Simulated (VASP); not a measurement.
CaO, 2 atoms in the cell. The structure is cubic, space group Fm-3m (No. 225). The conventional cell has a = 4.708 Å, b = 4.708 Å, c = 4.708 Å, α = 90.00°, β = 90.00°, γ = 90.00°. Within 3.1 Å of Ca (site symmetry m-3m) lie 6 O at 2.35 Å. Within 3.1 Å of O (site symmetry m-3m) lie 6 Ca at 2.35 Å. 

| Quantity | Value |
| --- | --- |
| Program | VASP 6.6.1 |
| Task | single point |
| Functional | LDA |
| Potentials or basis | VASP PAW LDA potentials, release 64 (Ca_sv, O_h) |
| Cutoff | 910 eV |
| k mesh | 8 × 8 × 8 |
| Occupations | gaussian, width 0.01 eV |
| Spin | no spin polarisation |
| Dipole correction | no |
| Second run | hard_potentials |
| Further INCAR settings | ALGO = Normal; EDIFF = 1e-06; NBANDS = 15 |

Potentials or basis: VASP PAW LDA potentials, release 64 (Ca_sv, O_h).

Run with:

```sh
$ cat potpaw_LDA.64/Ca_sv/POTCAR potpaw_LDA.64/O_h/POTCAR > POTCAR
$ mpirun -np 1 vasp_std > vasp.out
```

Hardware: 1 thread of Intel(R) Xeon(R) 6975P-C (Granite Rapids), with other jobs on the host.

**Question.** Estimate the wall time of this run.

**Answer.** It took 10 s on 1 thread of Intel(R) Xeon(R) 6975P-C (Granite Rapids) (shared host), peak memory 0.19 GiB. Counts: scf iterations 12, k points 29.
